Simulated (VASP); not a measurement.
Here is a VASP 6.6.1 calculation.

The input INCAR:

```
ALGO = Normal
EDIFF = 1E-6
ENCUT = 520
GGA = CA
ISIF = 2
ISMEAR = 0
LASPH = True
LCHARG = True
LELF = True
LREAL = False
LVHAR = True
LWAVE = False
NBANDS = 8
NELM = 100
PREC = Accurate
SIGMA = 0.15
```

Contents of KPOINTS:

```
k-points
0
Gamma
  21 21 20
```

POSCAR

```
Si
1.0
    2.6205428149      0.0000000000      0.0000000000
   -1.3102714075      2.2694566494      0.0000000000
    0.0000000000      0.0000000000      2.5896721095
Si
1
Direct
    0.0000000000      0.0000000000      0.0000000000
```

Potentials or basis: VASP PAW LDA potentials, release 64 (Si).

Run with:

```sh
$ cat potpaw_LDA.64/Si/POTCAR > POTCAR
$ mpirun -np 1 vasp_std > vasp.out
```

(1) What does it give for the band gap on the k mesh?

(2) Estimate the pressure.

## Answers

(1) zero (band 2 reaches 15.39 eV, above the bottom of band 3 at 4.81 eV).

(2) -5.6 GPa.

Caveat: the cell differs from its parent crystal (strain +0.000 along x and y, +0.050 along z).
